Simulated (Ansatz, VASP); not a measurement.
# One calculation of C, two programs

File INCAR:

```
SYSTEM = C
PREC = Accurate
ENCUT = 600
EDIFF = 1E-6
ISMEAR = 0
SIGMA = 0.01
LREAL = .FALSE.
LASPH = .TRUE.
NELM = 120
ALGO = Normal
ISIF = 2
LWAVE = .FALSE.
LCHARG = .FALSE.
GGA = PS
NBANDS = 11
GGA_COMPAT = .FALSE.
```

File KPOINTS:

```
regular mesh
0
G
  9 9 9
  0 0 0
```

Contents of POSCAR:

```
C
1.0
    0.0198319818      1.7700120619      1.7700120619
    1.7700120619      0.0198319818      1.7700120619
    1.7700120619      1.7700120619      0.0198319818
C
2
Direct
    0.0001916485      0.0001916485      0.0001916485
    0.2498083515      0.2498083515      0.2498083515
```

Input for Ansatz:

```yaml
crystal:
  lattice:
    - [0.0198319818, 1.7700120619, 1.7700120619]
    - [1.7700120619, 0.0198319818, 1.7700120619]
    - [1.7700120619, 1.7700120619, 0.0198319818]
  atoms:
    - { symbol: C, position: [0.0001916485, 0.0001916485, 0.0001916485] }
    - { symbol: C, position: [0.2498083515, 0.2498083515, 0.2498083515] }
basis:
  ecutwfc: 420
kpoints:
  mp_grid: { grid: [9, 9, 9] }
  band_path:
    path:
      - [0.0, 0.0, 0.0]
      - [0.0, 0.0, 0.0]
      - [0.3716314909, 0.3716314909, 0.0]
      - [0.0, 0.3716314909, 0.3716314909]
      - [0.5, 0.5, 0.5]
      - [0.0, 0.0, 0.5]
      - [-0.0023635735, 0.0023635735, 0.0]
      - [0.0023635735, -0.0023635735, 0.0]
      - [-0.0023635735, 0.0023635735, 0.0]
      - [0.0023635735, -0.0023635735, 0.0]
    npoints: 1
hamiltonian:
  xc: pbesol
  pseudopotentials: { kind: paw, azcp: { folder: soft_1 } }
scf:
  occupations: { method: fixed }
  n_extra_bands: 5
output:
  forces: true
  stress: true
  eigenvalues: true
```

Alike in both runs: task single point; functional PBEsol; k mesh 9 × 9 × 9; no spin polarisation.

```csv
,VASP,Ansatz
version,VASP 6.6.1,Ansatz 0.2.0
potentials or method,"VASP PAW PBE potentials, release 64 (C), cutoff 600 eV","scalar-relativistic, plane waves, PAW"
occupations,"gaussian, width 0.01 eV",fixed
valence electrons in the cell,8,8
```

Ansatz gave:

| Item | Value |
| --- | --- |
| gap on the k mesh at the Fermi level (eV) | 4.10 |
| least direct gap on the mesh (eV) | 5.29 |
| pressure (GPa) | 13.6 |
| traceless stress, the component that is largest in VASP (GPa) | -6.82 |

Question: What did VASP give for the same quantities?

Answer: gap on the k mesh at the Fermi level (eV): 4.09; least direct gap on the mesh (eV): 5.29; pressure (GPa): 14.2; traceless stress, the component that is largest in VASP (GPa): -6.87.

VASP's potentials were made for PBE, not for PBEsol, and Ansatz warns of the same on its side.
